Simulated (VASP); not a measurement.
Set up this calculation in VASP 6.6.1, as the native input.

```yaml
Task: single point
Functional: RPBE
Potentials_or_basis: VASP PAW PBE potentials, release 64 (Li_sv)
Cutoff: 520 eV
k_mesh: 16 × 16 × 16
Occupations: methfessel-paxton, width 0.05 eV
Spin: no spin polarisation
Dipole_correction: no
Further_INCAR_settings: ALGO = Normal; EDIFF = 1e-06; NBANDS = 8
```

The structure of Li lies in POSCAR:

```
Li
1.0
   -1.4787736371      1.4787736371      1.4787736371
    1.4787736371     -1.4787736371      1.4787736371
    1.4787736371      1.4787736371     -1.4787736371
Li
1
Direct
    0.0000000000      0.0000000000      0.0000000000
```

One way to write it, as run:

INCAR

```
SYSTEM = Li
  ALGO = Normal
  EDIFF = 1E-6
  ENCUT = 520
  GGA = RP
  ISIF = 2
  ISMEAR = 1
  LASPH = .TRUE.
  LCHARG = .TRUE.
  LELF = .TRUE.
  LREAL = .FALSE.
  LVHAR = .TRUE.
  LWAVE = .FALSE.
  NBANDS = 8
  NELM = 80
  PREC = Accurate
  SIGMA = 0.05
```

KPOINTS

```
k-points
0
G
  16 16 16
  0 0 0
```

Potentials or basis: VASP PAW PBE potentials, release 64 (Li_sv).

The run is started by

```bash
$ cat potpaw_PBE.64/Li_sv/POTCAR > POTCAR
$ mpirun -np 1 vasp_std > vasp.out
```

Wall time 25 s on 1 thread of AMD EPYC 7R13, with other jobs on the host, peak memory 0.09 GiB.
